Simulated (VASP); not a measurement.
# RhN (F-43m) in VASP: further runs

RhN is run at these levels: PBE; tasks: single point.

All numbers are computed with VASP 6.6.1; they aren't measurements. Logs are shortened: lines on timing, memory, paths and dates and some standing lists are left out, and cuts for length are marked.

**1. The cell of the first run**

The structure is cubic, space group F-43m (No. 216). The conventional cell has a = 4.513 Å, b = 4.513 Å, c = 4.513 Å, α = 90.00°, β = 90.00°, γ = 90.00°. Rh (site symmetry -43m) has 4 N at 1.95 Å within 2.6 Å. Within 2.6 Å of N (site symmetry -43m) lie 4 Rh at 1.95 Å.

**2. Single point, PBE (11.49 Å³/atom)**

The input, INCAR:

```
SYSTEM = RhN
ALGO = Normal ; EDIFF = 1E-6
ENCUT = 520 ; GGA = PE
ISIF = 2 ; ISMEAR = 0
LASPH = .TRUE. ; LCHARG = .FALSE.
LREAL = .FALSE. ; LWAVE = .FALSE.
NBANDS = 17 ; NELM = 80
PREC = Accurate ; SIGMA = 0.05
```

The input, KPOINTS:

```
k-points
0
G
  12 12 12
  0 0 0
```

The input, POSCAR:

```
RhN
1.0
    0.0000000000      2.2566415073      2.2566415073
    2.2566415073      0.0000000000      2.2566415073
    2.2566415073      2.2566415073      0.0000000000
Rh N
1 1
Direct
    0.0000000000      0.0000000000      0.0000000000
    0.2500000000      0.2500000000      0.2500000000
```

Potentials or basis: VASP PAW PBE potentials, release 64 (Rh_pv, N).

On the command line:

```bash
$ cat potpaw_PBE.64/Rh_pv/POTCAR potpaw_PBE.64/N/POTCAR > POTCAR
$ mpirun -np 1 vasp_std > vasp.out
```

OUTCAR:

```text
SYSTEM = RhN
   EDIFF = 1E-6
   ENCUT = 520
   GGA = PE
   ISIF = 2
   ISMEAR = 0
   LASPH = .TRUE.
   LREAL = .FALSE.
   NELM = 80
   PREC = Accurate

 ion  position               nearest neighbor table
   1  0.000  0.000  0.000-   2 1.95   2 1.95   2 1.95   2 1.95
   2  0.250  0.250  0.250-   1 1.95   1 1.95   1 1.95   1 1.95

  LATTYP: Found a face centered cubic cell.
 ALAT       =     4.5132830146

  Lattice vectors:

 A1 = (   0.0000000000,   2.2566415073,   2.2566415073)
 A2 = (   2.2566415073,   0.0000000000,   2.2566415073)
 A3 = (   2.2566415073,   2.2566415073,   0.0000000000)

Analysis of symmetry for initial positions (statically):
=====================================================================
 Subroutine PRICEL returns:
 Original cell was already a primitive cell.

 Routine SETGRP: Setting up the symmetry group for a
 face centered cubic supercell.

 Subroutine GETGRP returns: Found 24 space group operations
 (whereof 24 operations were pure point group operations)
 out of a pool of 48 trial point group operations.

The static configuration has the point symmetry T_d .

Analysis of symmetry for dynamics (positions and initial velocities):
=====================================================================
 Subroutine PRICEL returns:
 Original cell was already a primitive cell.

 Routine SETGRP: Setting up the symmetry group for a
 face centered cubic supercell.

 Subroutine GETGRP returns: Found 24 space group operations
 (whereof 24 operations were pure point group operations)
 out of a pool of 48 trial point group operations.

The dynamic configuration has the point symmetry T_d .

 Subroutine INISYM returns: Found 24 space group operations
 (whereof 24 operations are pure point group operations),
 and found     1 'primitive' translations

----------------------------------------------------------------------------------------

                                     Primitive cell

  volume of cell :      22.9836

  direct lattice vectors                    reciprocal lattice vectors
     0.000000000  2.256641507  2.256641507    -0.221568201  0.221568201  0.221568201
     2.256641507  0.000000000  2.256641507     0.221568201 -0.221568201  0.221568201
     2.256641507  2.256641507  0.000000000     0.221568201  0.221568201 -0.221568201

  length of vectors
     3.191373025  3.191373025  3.191373025     0.383767382  0.383767382  0.383767382

  position of ions in fractional coordinates (direct lattice)
     0.000000000  0.000000000  0.000000000
[... 72 lines left out ...]
   ISPIN  =      1    spin polarized calculation?
   LNONCOLLINEAR =      F non collinear calculations
   LSORBIT =      F    spin-orbit coupling
   LASPH  =      T    aspherical Exc in radial PAW
   ENCUT  =  520.0 eV  38.22 Ry    6.18 a.u.   5.93  5.93  5.93*2*pi/ulx,y,z
   NELM   =     80;   NELMIN=  2; NELMDL= -5     # of ELM steps
   EDIFF  = 0.1E-05   stopping-criterion for ELM
   LREAL  =      F    real-space projection
   EDIFFG = 0.1E-04   stopping-criterion for IOM
   NSW    =      0    number of steps for IOM
   IBRION =     -1    ionic relax: 0-MD 1-quasi-New 2-CG
   NFREE  =      0    steps in history (QN), initial steepest desc. (CG)
   ISIF   =      2    stress and relaxation
   ISYM   =      2    0-nonsym 1-usesym 2-fastsym
   POTIM  = 0.5000    time-step for ionic-motion
   TEBEG  =    0.0;   TEEND  =   0.0 temperature during run
   PSTRESS=    0.0 pullay stress
   NELECT =      20.0000    total number of electrons
   NUPDOWN=      -1.0000    fix difference up-down
   EMIN   =  10.00;   EMAX   =-10.00  energy-range for DOS
   EFERMI =   0.00;   METHOD = LEGACY
   ISMEAR =     0;   SIGMA  =   0.05  broadening in eV -4-tet -1-fermi 0-gaus
   EFERMI_NEDOS =   21; number of points for ismear=-14 and -15
   IALGO  =     38    algorithm
   IMIX   =      4    mixing-type and parameters
     AMIX     =   0.40;   BMIX     =  1.00
     AMIX_MAG =   1.60;   BMIX_MAG =  1.00
  volume/ion in A,a.u.               =      11.49        77.55
  Fermi-wavevector in a.u.,A,eV,Ry     =   1.562952  2.953551 33.236562  2.442818
  Thomas-Fermi vector in A             =   2.665795
   LORBIT       =      0    0 simple, 1 ext, 2 COOP (PROOUT), +10 PAW based schemes
   GGA     = PE    functional components
   LHFCALC =     F    Hartree Fock is set to
   AEXX    =    0.0000 exact exchange contribution
   IVDW    =     0    specifies the selected vdW correction
   LEPSILON=     F    determine dielectric tensor
   LRPA    =     F    only Hartree local field effects (RPA)
 non-spin polarized calculation
 Gauss-broadening in eV      SIGMA  =   0.05
  energy-cutoff  :      520.00
  volume of cell :       22.98
 maximum number of plane-waves:       636
   NGX = 11   NGY = 11   NGZ = 11

 number of electron      20.0000004 magnetization

 Free energy of the ion-electron system (eV)
  ---------------------------------------------------
  ext. energy  EPLUGINS =         0.00000000
  ---------------------------------------------------
  free energy    TOTEN  =       -14.59961796 eV

  energy without entropy =      -14.59717393  energy(sigma->0) =      -14.59839595

 E-fermi :   9.6295     XC(G=0): -12.6050

 val. band max:        9.6247841763   @ k =  -0.4167   0.3333   0.1667
 cond. band min:       9.6344135189   @ k =  -0.1667   0.2500   0.0833
 fundamental gap:      0.0096293425
 Fermi energy:         9.6294743528

 k-point     1 :       0.0000    0.0000    0.0000
  band No.  band energies     occupation
      1     -38.0710      2.00000
      2     -38.0710      2.00000
      3     -38.0710      2.00000
      4      -7.6281      2.00000
      5       1.9701      2.00000
      6       1.9701      2.00000
[... 457 lines left out ...]
      4      -6.5502      2.00000
      5       2.4013      2.00000
      6       2.9126      2.00000
[... 9 lines left out ...]
     16      24.7587      0.00000
     17      29.0398      0.00000

 [... further k-points ...]
[... 5 lines left out ...]
  --------------------------------------------------------------------------------------
  -------------------------------------------------------------------------------------
  Total        2.0489161      2.0489161      2.0489161      0.0000000      0.0000000      0.0000000
  in kB      142.8292126    142.8292126    142.8292126      0.0000000      0.0000000      0.0000000
  external PRESSURE =     142.8292126 kB  Pullay stress =       0.0000000 kB

 VOLUME and BASIS-vectors are now :
 -----------------------------------------------------------------------------
  energy-cutoff  :      520.00
  volume of cell :       22.98
      direct lattice vectors                 reciprocal lattice vectors
     0.000000000  2.256641507  2.256641507    -0.221568201  0.221568201  0.221568201
     2.256641507  0.000000000  2.256641507     0.221568201 -0.221568201  0.221568201
     2.256641507  2.256641507  0.000000000     0.221568201  0.221568201 -0.221568201

 POSITION                                       TOTAL-FORCE (eV/Angst)
 -----------------------------------------------------------------------------------
      0.00000      0.00000      0.00000         0.000000     -0.000000      0.000000
      1.12832      1.12832      1.12832        -0.000000      0.000000     -0.000000
 -----------------------------------------------------------------------------------
    total drift:                               -0.000001     -0.000001     -0.000001

  FREE ENERGIE OF THE ION-ELECTRON SYSTEM (eV)
  ---------------------------------------------------
  free  energy   TOTEN  =       -14.5996179620 eV

  energy  without entropy=      -14.5971739306  energy(sigma->0) =      -14.59839595
```

stdout:

```text
POSCAR found type information on POSCAR RhN
 POSCAR found :  2 types and       2 ions
 scaLAPACK will be used
 LDA part: xc-table for (Slater+PW92), standard interpolation
 POSCAR, INCAR and KPOINTS ok, starting setup
 FFT: planning ... GRIDC
 FFT: planning ... GRID_SOFT
 FFT: planning ... GRID
 WAVECAR not read
 entering main loop
```

It took 25 s on 1 thread of Intel Xeon 8259CL, shared host; peak memory 0.16 GiB.

Results:

```yaml
Free_energy: -14.5996 eV
Pressure: 14.3 GPa
Band_gap_on_the_k_mesh: zero (bands 10 and 11 overlap by 3.06 eV)
```

Caveat: the cell stands under pressure.

**3. Single point, PBE (11.67 Å³/atom)**

This run uses another cell than the first one, of 11.67 Å³/atom.

The input, INCAR:

```
ALGO     = Normal         # electronic algorithm
EDIFF    = 1E-7           # SCF threshold, eV
ENCUT    = 520            # plane-wave cutoff, eV
GGA      = PE             # functional
ISIF     = 2              # what is computed and relaxed
ISMEAR   = 0              # smearing method
LASPH    = T              # aspherical terms in the spheres
LCHARG   = F              # write CHGCAR
LREAL    = F              # projectors in reciprocal space
LWAVE    = F              # write WAVECAR
NBANDS   = 17             # bands
NELM     = 100            # most SCF steps
PREC     = Accurate       # precision mode
SIGMA    = 0.05           # smearing width, eV
```

The input, KPOINTS:

```
k-points
0
Gamma
  12 12 12
```

The input, POSCAR:

```
RhN
1.0
    0.0000000000      2.2685187866      2.2685187866
    2.2685187866      0.0000000000      2.2685187866
    2.2685187866      2.2685187866      0.0000000000
Rh N
1 1
Direct
    0.0000000000      0.0000000000      0.0000000000
    0.2500000000      0.2500000000      0.2500000000
```

Potentials or basis: VASP PAW PBE potentials, release 64 (Rh_pv, N).

On the command line:

```bash
$ cat potpaw_PBE.64/Rh_pv/POTCAR potpaw_PBE.64/N/POTCAR > POTCAR
$ mpirun -np 1 vasp_std > vasp.out
```

Run time: 28 s. Hardware: 1 thread of Intel Xeon 8259CL, shared host; peak memory 0.16 GiB.

The run converged. Its results:

```
Free energy            : -14.6275 eV
Pressure               : 10.0 GPa
Band gap on the k mesh : zero (bands 10 and 11 overlap by 3.03 eV)
```

Levels at points of the mesh, in eV from the Fermi level:
```csv
k point,band 8,band 9,band 10,band 11,band 12,band 13
"(0.00, 0.00, 0.00)",-2.88,-2.88,1.20,3.35,3.35,3.35
"(0.50, 0.00, 0.00)",-2.45,-2.45,-1.87,1.63,1.63,6.24
"(0.50, 0.50, 0.00)",-3.54,-2.06,-0.81,-0.50,-0.50,7.92
```

Caveat: the cell stands under pressure.
